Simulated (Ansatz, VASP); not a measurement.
Two plane-wave programs on MgS

The input INCAR:

```
SYSTEM = MgS
PREC = Accurate ; ENCUT = 520
EDIFF = 1E-8 ; ISMEAR = -1
SIGMA = 0.01 ; LREAL = .False.
LASPH = .True. ; NELM = 80
ALGO = Normal ; ISIF = 2
LWAVE = .False. ; LCHARG = .False.
GGA = PE ; LEFG = .True.
NBANDS = 11
```

File KPOINTS:

```
regular mesh
0
Gamma
  8 8 8
  0 0 0
```

The input POSCAR:

```
MgS
1.0
    0.0000000000      2.6358861630      2.6358861630
    2.6358861630      0.0000000000      2.6358861630
    2.6358861630      2.6358861630      0.0000000000
Mg S
1 1
Direct
    0.0000000000      0.0000000000      0.0000000000
    0.5000000000      0.5000000000      0.5000000000
```

Input for Ansatz:

```yaml
crystal:
  lattice:
    - [0.0, 2.635886163, 2.635886163]
    - [2.635886163, 0.0, 2.635886163]
    - [2.635886163, 2.635886163, 0.0]
  atoms:
    - { symbol: Mg, position: [0.0, 0.0, 0.0] }
    - { symbol: S, position: [0.5, 0.5, 0.5] }
kpoints:
  mp_grid: { grid: [8, 8, 8] }
scf:
  occupations: { method: fermi_dirac, width: 0.01 }
hamiltonian:
  xc: pbe
  pseudopotentials: { kind: paw }
output:
  forces: true
  stress: true
  eigenvalues: true
  efg: { contact_densities: true }
```

Change from the starting cell: volume scaled by 1.04, PAW files.

Alike in both runs: task electric field gradients; functional PBE; k mesh 8 × 8 × 8; occupations fermi-dirac, width 0.01 eV; no spin polarisation.

|  | VASP | Ansatz |
| --- | --- | --- |
| version | VASP 6.6.1 | Ansatz 0.2.0 |
| potentials or method | VASP PAW PBE potentials, release 64 (Mg, S) | PAW with Ansatz's default frozen-core files, scalar-relativistic |
| plane-wave cutoff (eV) | 520 | 420 |
| valence electrons in the cell | 8 | 16 |

Ansatz gave:

* gap on the k mesh at the Fermi level (eV): 2.71
* pressure (GPa): -1.7

Task: Which values does VASP return?

Result: gap on the k mesh at the Fermi level (eV): 2.69; pressure (GPa): -2.0.

VASP's potentials hold 8 valence electrons a cell and Ansatz's 16, so a difference there can come from the potentials and not from the codes.
